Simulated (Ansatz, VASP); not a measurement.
# Two plane-wave programs on CuO2

INCAR

```
SYSTEM = CuO2
PREC = Accurate
ENCUT = 600
EDIFF = 1E-7
ISMEAR = 0
SIGMA = 0.01
LREAL = .False.
LASPH = .True.
NELM = 100
ALGO = Normal
ISIF = 3
LWAVE = .False.
LCHARG = .False.
GGA = PE
IBRION = 2
NSW = 100
EDIFFG = -0.01
```

File KPOINTS:

```
regular mesh
0
Gamma
  12 12 8
  0 0 0
```

The input POSCAR:

```
CuO2
1.0
    4.1813596600      0.0000000000      0.0000000000
   -2.0906798300      3.6211636879      0.0000000000
    0.0000000000      0.0000000000      4.7793087716
Cu O
2 4
Direct
    0.0000000000      0.0000000000      0.5000000000
    0.0000000000      0.0000000000      0.0000000000
    0.3333333333      0.6666666667      0.6402766591
    0.6666666667      0.3333333333      0.6402766591
    0.6666666667      0.3333333333      0.3597233409
    0.3333333333      0.6666666667      0.3597233409
```

Input for Ansatz:

```yaml
crystal:
  lattice:
    - [4.18135966, 0.0, 0.0]
    - [-2.09067983, 3.6211636879, 0.0]
    - [0.0, 0.0, 4.7793087716]
  atoms:
    - { symbol: Cu, position: [0.0, 0.0, 0.5] }
    - { symbol: Cu, position: [0.0, 0.0, 0.0] }
    - { symbol: O, position: [0.3333333333, 0.6666666667, 0.6402766591] }
    - { symbol: O, position: [0.6666666667, 0.3333333333, 0.6402766591] }
    - { symbol: O, position: [0.6666666667, 0.3333333333, 0.3597233409] }
    - { symbol: O, position: [0.3333333333, 0.6666666667, 0.3597233409] }
basis:
  ecutwfc: 420
kpoints:
  mp_grid: { grid: [12, 12, 8] }
hamiltonian:
  xc: pbe
scf:
  occupations: { method: gaussian, width: 0.01 }
output:
  forces: true
  stress: true
  eigenvalues: true
  write_density: true
  write_potential: true
  elf: true
  volumetric_format: npy
relax:
  adjacent_minimum: "off"
  f_tol: 0.01
  max_steps: 80
  cell: { stress_tol: 0.05 }
```

Alike in both runs: task relaxation of cell and atoms; functional PBE; k mesh 12 × 12 × 8; occupations gaussian, width 0.01 eV; no spin polarisation.

|  | VASP | Ansatz |
| --- | --- | --- |
| version | VASP 6.6.1 | Ansatz 0.2.0 |
| potentials or method | VASP PAW PBE potentials, release 64 (Cu, O), cutoff 600 eV | scalar-relativistic, plane waves, PAW |
| valence electrons in the cell | 46 | 62 |

|  | VASP | Ansatz | Ansatz less VASP |
| --- | --- | --- | --- |
| gap on the k mesh at the Fermi level, each at its own relaxed structure (eV) | 0.01 | 0.07 | +0.060 |
| relaxed volume (Å³/atom) | 12.02 | 12.13 | +0.107 |
| relaxed length of the cell vector where the two differ most in proportion (Å) | 4.766 | 4.783 | +0.0170 |

VASP's potentials hold 46 valence electrons a cell and Ansatz's 62, so a difference there can come from the potentials and not from the codes.
